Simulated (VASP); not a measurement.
# ZrOs3 in VASP: further runs

Runs on ZrOs3. Level: PBE. Tasks: single point.

Program: VASP 6.6.1. These are calculated values, not measurements. Logs are shortened: lines on timing, memory, paths and dates and some standing lists are left out, and cuts for length are marked.

### Step 1. The cell of the first run

The structure is cubic, space group Pm-3m (No. 221). The conventional cell has a = 4.049 Å, b = 4.049 Å, c = 4.049 Å, α = 90.00°, β = 90.00°, γ = 90.00°. Os (site symmetry 4/mmm) has 8 Os at 2.86 Å and 4 Zr at 2.86 Å within 3.8 Å. Within 3.8 Å of Zr (site symmetry m-3m) lie 12 Os at 2.86 Å.

### Step 2. Single point, PBE

INCAR

```
  PREC = Accurate
  ENCUT = 520
  EDIFF = 1E-7
  ISMEAR = -1
  SIGMA = 0.05
  LREAL = F
  LASPH = T
  NELM = 80
  ALGO = Normal
  ISIF = 2
  LWAVE = F
  LCHARG = F
  GGA = PE
  NBANDS = 26
```

KPOINTS

```
Automatic mesh
0
Gamma
  7 7 7
```

POSCAR

```
ZrOs3
1.0
    4.0491797022      0.0000000000      0.0000000000
    0.0000000000      4.0491797022      0.0000000000
    0.0000000000      0.0000000000      4.0491797022
Os Zr
3 1
Direct
    0.0000000000      0.5000000000      0.5000000000
    0.5000000000      0.0000000000      0.5000000000
    0.5000000000      0.5000000000      0.0000000000
    0.0000000000      0.0000000000      0.0000000000
```

Potentials or basis: VASP PAW PBE potentials, release 64 (Os, Zr_sv).

Started as:

```bash
cat potpaw_PBE.64/Os/POTCAR potpaw_PBE.64/Zr_sv/POTCAR > POTCAR
mpirun -np 1 vasp_std > vasp.out
```

OUTCAR:

```text
PREC = Accurate
   ENCUT = 520
   EDIFF = 1E-7
   ISMEAR = -1
   LREAL = F
   LASPH = T
   NELM = 80
   ISIF = 2
   GGA = PE

 ion  position               nearest neighbor table
   1  0.000  0.500  0.500-   2 2.86   3 2.86   4 2.86   3 2.86   4 2.86   2 2.86   4 2.86   4 2.86
                             2 2.86   3 2.86   3 2.86   2 2.86
   2  0.500  0.000  0.500-   1 2.86   3 2.86   4 2.86   3 2.86   4 2.86   1 2.86   3 2.86   3 2.86
                             1 2.86   4 2.86   4 2.86   1 2.86
   3  0.500  0.500  0.000-   1 2.86   2 2.86   4 2.86   1 2.86   2 2.86   2 2.86   4 2.86   2 2.86
                             1 2.86   4 2.86   1 2.86   4 2.86
   4  0.000  0.000  0.000-   1 2.86   2 2.86   3 2.86   1 2.86   2 2.86   1 2.86   3 2.86   1 2.86
                             2 2.86   3 2.86   2 2.86   3 2.86

  LATTYP: Found a simple cubic cell.
 ALAT       =     4.0491797022

  Lattice vectors:

 A1 = (   4.0491797022,   0.0000000000,   0.0000000000)
 A2 = (   0.0000000000,   4.0491797022,   0.0000000000)
 A3 = (   0.0000000000,   0.0000000000,   4.0491797022)

Analysis of symmetry for initial positions (statically):
=====================================================================
 Subroutine PRICEL returns:
 Original cell was already a primitive cell.

 Routine SETGRP: Setting up the symmetry group for a
 simple cubic supercell.

 Subroutine GETGRP returns: Found 48 space group operations
 (whereof 48 operations were pure point group operations)
 out of a pool of 48 trial point group operations.

The static configuration has the point symmetry O_h .

Analysis of symmetry for dynamics (positions and initial velocities):
=====================================================================
 Subroutine PRICEL returns:
 Original cell was already a primitive cell.

 Routine SETGRP: Setting up the symmetry group for a
 simple cubic supercell.

 Subroutine GETGRP returns: Found 48 space group operations
 (whereof 48 operations were pure point group operations)
 out of a pool of 48 trial point group operations.

The dynamic configuration has the point symmetry O_h .

 Subroutine INISYM returns: Found 48 space group operations
 (whereof 48 operations are pure point group operations),
 and found     1 'primitive' translations

----------------------------------------------------------------------------------------

                                     Primitive cell

  volume of cell :      66.3898

  direct lattice vectors                    reciprocal lattice vectors
     4.049179702  0.000000000  0.000000000     0.246963601  0.000000000  0.000000000
     0.000000000  4.049179702  0.000000000     0.000000000  0.246963601  0.000000000
     0.000000000  0.000000000  4.049179702     0.000000000  0.000000000  0.246963601

  length of vectors
     4.049179702  4.049179702  4.049179702     0.246963601  0.246963601  0.246963601

  position of ions in fractional coordinates (direct lattice)
     0.000000000  0.500000000  0.500000000
     0.500000000  0.000000000  0.500000000
     0.500000000  0.500000000  0.000000000
     0.000000000  0.000000000  0.000000000

  ion indices of the primitive-cell ions
   primitive index   ion index
                 1           1
                 2           2
                 3           3
                 4           4

----------------------------------------------------------------------------------------

 KPOINTS: Automatic mesh

Automatic generation of k-mesh.
 Grid dimensions read from file:
 generate k-points for:    7    7    7

 Generating k-lattice:

  Cartesian coordinates                     Fractional coordinates (reciprocal lattice)
     0.035280514  0.000000000  0.000000000     0.142857143  0.000000000  0.000000000
     0.000000000  0.035280514  0.000000000     0.000000000  0.142857143  0.000000000
     0.000000000  0.000000000  0.035280514     0.000000000  0.000000000  0.142857143

  Length of vectors
     0.035280514  0.035280514  0.035280514

  Shift w.r.t. Gamma in fractional coordinates (k-lattice)
     0.000000000  0.000000000  0.000000000

 Subroutine IBZKPT returns following result:
 ===========================================

 Found     20 irreducible k-points:

 Following reciprocal coordinates:
            Coordinates               Weight
  0.000000  0.000000  0.000000      1.000000
  0.142857  0.000000  0.000000      6.000000
  0.285714  0.000000  0.000000      6.000000
  0.428571  0.000000  0.000000      6.000000
  0.142857  0.142857  0.000000     12.000000
  0.285714  0.142857  0.000000     24.000000
[... 12 lines left out ...]
  0.428571  0.428571  0.285714     24.000000
  0.428571  0.428571  0.428571      8.000000
   k-points           NKPTS =     20   k-points in BZ     NKDIM =     20   number of bands    NBANDS=     26
   number of dos      NEDOS =    301   number of ions     NIONS =      4
   total plane-waves  NPLWV =  27000
   dimension x,y,z NGX =    30 NGY =   30 NGZ =   30
   dimension x,y,z NGXF=    60 NGYF=   60 NGZF=   60
   ions per type =               3   1
   NGX,Y,Z   is equivalent  to a cutoff of  12.32, 12.32, 12.32 a.u.
   NGXF,Y,Z  is equivalent  to a cutoff of  24.63, 24.63, 24.63 a.u.
 SYSTEM =  unknown system
   PREC   = accura    normal or accurate (medium, high low for compatibility)
   ISTART =      0    job   : 0-new  1-cont  2-samecut
   ICHARG =      2    charge: 1-file 2-atom 10-const
   ISPIN  =      1    spin polarized calculation?
   LNONCOLLINEAR =      F non collinear calculations
   LSORBIT =      F    spin-orbit coupling
   LASPH  =      T    aspherical Exc in radial PAW
   ENCUT  =  520.0 eV  38.22 Ry    6.18 a.u.   7.53  7.53  7.53*2*pi/ulx,y,z
   NELM   =     80;   NELMIN=  2; NELMDL= -5     # of ELM steps
   EDIFF  = 0.1E-06   stopping-criterion for ELM
   LREAL  =      F    real-space projection
   EDIFFG = 0.1E-05   stopping-criterion for IOM
   NSW    =      0    number of steps for IOM
   IBRION =     -1    ionic relax: 0-MD 1-quasi-New 2-CG
   NFREE  =      0    steps in history (QN), initial steepest desc. (CG)
   ISIF   =      2    stress and relaxation
   ISYM   =      2    0-nonsym 1-usesym 2-fastsym
   POTIM  = 0.5000    time-step for ionic-motion
   TEBEG  =    0.0;   TEEND  =   0.0 temperature during run
   PSTRESS=    0.0 pullay stress
   NELECT =      36.0000    total number of electrons
   NUPDOWN=      -1.0000    fix difference up-down
   EMIN   =  10.00;   EMAX   =-10.00  energy-range for DOS
   EFERMI =   0.00;   METHOD = LEGACY
   ISMEAR =    -1;   SIGMA  =   0.05  broadening in eV -4-tet -1-fermi 0-gaus
   EFERMI_NEDOS =   21; number of points for ismear=-14 and -15
   IALGO  =     38    algorithm
   IMIX   =      4    mixing-type and parameters
     AMIX     =   0.40;   BMIX     =  1.00
     AMIX_MAG =   1.60;   BMIX_MAG =  1.00
  volume/ion in A,a.u.               =      16.60       112.01
  Fermi-wavevector in a.u.,A,eV,Ry     =   1.334982  2.522749 24.247975  1.782176
  Thomas-Fermi vector in A             =   2.463721
   LORBIT       =      0    0 simple, 1 ext, 2 COOP (PROOUT), +10 PAW based schemes
   GGA     = PE    functional components
   LHFCALC =     F    Hartree Fock is set to
   AEXX    =    0.0000 exact exchange contribution
   IVDW    =     0    specifies the selected vdW correction
   LEPSILON=     F    determine dielectric tensor
   LRPA    =     F    only Hartree local field effects (RPA)
 non-spin polarized calculation
  energy-cutoff  :      520.00
  volume of cell :       66.39
 maximum number of plane-waves:      1806
 NGX is ok and might be reduce to    30
   NGX = 15   NGY = 15   NGZ = 15

 number of electron      35.9999995 magnetization

 Free energy of the ion-electron system (eV)
  ---------------------------------------------------
  ext. energy  EPLUGINS =         0.00000000
  ---------------------------------------------------
  free energy    TOTEN  =       -42.29487102 eV

  energy without entropy =      -42.24672118  energy(sigma->0) =      -42.27079610

 E-fermi :   8.2091     XC(G=0): -12.9727

 val. band max:        8.1798995435   @ k =   0.4286   0.4286   0.1429
 cond. band min:       8.2639052453   @ k =   0.2857   0.2857   0.1429
 fundamental gap:      0.0840057018
 Fermi energy:         8.2091363297

 k-point     1 :       0.0000    0.0000    0.0000
  band No.  band energies     occupation
      1     -39.7128      2.00000
      2     -17.8006      2.00000
      3     -17.8006      2.00000
      4     -17.8006      2.00000
      5      -0.1854      2.00000
      6       2.8362      2.00000
[... 18 lines left out ...]
     25      12.9441      0.00000
     26      14.3293      0.00000

 k-point     2 :       0.1429    0.0000    0.0000
  band No.  band energies     occupation
      1     -39.7118      2.00000
      2     -17.8197      2.00000
      3     -17.8037      2.00000
      4     -17.8037      2.00000
      5       0.0900      2.00000
      6       2.9762      2.00000
[... 18 lines left out ...]
     25      12.8501      0.00000
     26      14.3163      0.00000

 k-point     3 :       0.2857    0.0000    0.0000
  band No.  band energies     occupation
      1     -39.7094      2.00000
      2     -17.8622      2.00000
      3     -17.8107      2.00000
      4     -17.8107      2.00000
      5       0.8622      2.00000
      6       3.2309      2.00000
[... 18 lines left out ...]
     25      12.3074      0.00000
     26      14.2488      0.00000

 k-point     4 :       0.4286    0.0000    0.0000
  band No.  band energies     occupation
      1     -39.7075      2.00000
      2     -17.8960      2.00000
      3     -17.8163      2.00000
      4     -17.8163      2.00000
      5       1.8860      2.00000
      6       3.1686      2.00000
[... 18 lines left out ...]
     25      12.0062      0.00000
     26      14.2145      0.00000
[... 380 lines left out ...]
      1     -39.7057      2.00000
      2     -17.8664      2.00000
      3     -17.8505      2.00000
      4     -17.8335      2.00000
      5       2.5568      2.00000
      6       3.2493      2.00000
[... 18 lines left out ...]
     25      12.1533      0.00000
     26      13.1577      0.00000

 k-point    19 :       0.4286    0.4286    0.2857
  band No.  band energies     occupation
      1     -39.7055      2.00000
      2     -17.8580      2.00000
      3     -17.8518      2.00000
      4     -17.8372      2.00000
      5       2.6739      2.00000
      6       3.0094      2.00000
[... 18 lines left out ...]
     25      12.1027      0.00000
     26      12.9514      0.00000

 k-point    20 :       0.4286    0.4286    0.4286
  band No.  band energies     occupation
      1     -39.7057      2.00000
      2     -17.8485      2.00000
      3     -17.8424      2.00000
      4     -17.8424      2.00000
      5       2.5027      2.00000
      6       2.6605      2.00000
[... 18 lines left out ...]
     25      12.3506      0.00000
     26      12.8704      0.00000

------------------------ aborting loop because EDIFF is reached ----------------------------------------

  FORCE on cell =-STRESS in cart. coord.  units (eV):
  Direction    XX          YY          ZZ          XY          YZ          ZX
  --------------------------------------------------------------------------------------
  -------------------------------------------------------------------------------------
  Total       -4.9157966     -4.9157966     -4.9157966      0.0000000      0.0000000     -0.0000000
  in kB     -118.6324036   -118.6324036   -118.6324036      0.0000000      0.0000000     -0.0000000
  external PRESSURE =    -118.6324036 kB  Pullay stress =       0.0000000 kB

 VOLUME and BASIS-vectors are now :
 -----------------------------------------------------------------------------
  energy-cutoff  :      520.00
  volume of cell :       66.39
      direct lattice vectors                 reciprocal lattice vectors
     4.049179702  0.000000000  0.000000000     0.246963601  0.000000000  0.000000000
     0.000000000  4.049179702  0.000000000     0.000000000  0.246963601  0.000000000
     0.000000000  0.000000000  4.049179702     0.000000000  0.000000000  0.246963601

 POSITION                                       TOTAL-FORCE (eV/Angst)
 -----------------------------------------------------------------------------------
      0.00000      2.02459      2.02459         0.000000      0.000000      0.000000
      2.02459      0.00000      2.02459         0.000000      0.000000      0.000000
      2.02459      2.02459      0.00000         0.000000      0.000000      0.000000
      0.00000      0.00000      0.00000         0.000000      0.000000      0.000000
 -----------------------------------------------------------------------------------
    total drift:                                0.000000      0.000000     -0.000000

  FREE ENERGIE OF THE ION-ELECTRON SYSTEM (eV)
  ---------------------------------------------------
  free  energy   TOTEN  =       -42.2948710236 eV

  energy  without entropy=      -42.2467211844  energy(sigma->0) =      -42.27079610
```

Wall time 36 s (1 thread of Intel Xeon Platinum 8488C (Sapphire Rapids), shared host); peak memory 0.18 GiB.

Results:

| Quantity | Value |
| --- | --- |
| Free energy | -42.2949 eV |
| Pressure | -11.9 GPa |
| Band gap on the k mesh | zero (band 18 reaches 11.04 eV, above the bottom of band 19 at 7.72 eV) |

Caveat: spin-orbit coupling is left out, which moves the levels of the heavy elements.

### Step 3. Single point, PBE

This run uses another cell than the first one, of 16.92 Å³/atom, 1.019 times its volume.

INCAR

```
SYSTEM = ZrOs3
PREC = Accurate
ENCUT = 520
EDIFF = 1E-7
ISMEAR = -1
SIGMA = 0.05
LREAL = .FALSE.
LASPH = .TRUE.
NELM = 80
ALGO = Normal
ISIF = 2
LWAVE = .FALSE.
LCHARG = .TRUE.
GGA = PE
LELF = .TRUE.
LVHAR = .TRUE.
NBANDS = 26
```

KPOINTS

```
regular mesh
0
G
  7 7 7
  0 0 0
```

POSCAR

```
ZrOs3
1.0
    4.0749713511      0.0000000000      0.0000000000
    0.0000000000      4.0749713511      0.0000000000
    0.0000000000      0.0000000000      4.0749713511
Os Zr
3 1
Direct
    0.0000000000      0.5000000000      0.5000000000
    0.5000000000      0.0000000000      0.5000000000
    0.5000000000      0.5000000000      0.0000000000
    0.0000000000      0.0000000000      0.0000000000
```

Potentials or basis: VASP PAW PBE potentials, release 64 (Os, Zr_sv).

Started as:

```bash
cat potpaw_PBE.64/Os/POTCAR potpaw_PBE.64/Zr_sv/POTCAR > POTCAR
mpirun -np 1 vasp_std > vasp.out
```

It took 41 s on 1 thread of Intel Xeon Platinum 8488C (Sapphire Rapids), shared host; peak memory 0.19 GiB.

Results (log left out):

```yaml
Free_energy: -42.1848 eV
Pressure: -15.9 GPa
Band_gap_on_the_k_mesh: zero (band 18 reaches 10.71 eV, above the bottom of band 19 at 7.50 eV)
```

Levels at points of the mesh, in eV from the Fermi level:
```csv
k point,band 14,band 15,band 16,band 17,band 18,band 19,band 20,band 21,band 22,band 23
"(0.00, 0.00, 0.00)",-1.31,0.84,0.84,2.23,2.74,2.74,2.74,3.03,3.03,3.03
```

Caveat: spin-orbit coupling is left out, which moves the levels of the heavy elements.

[end of part 1 of 2]
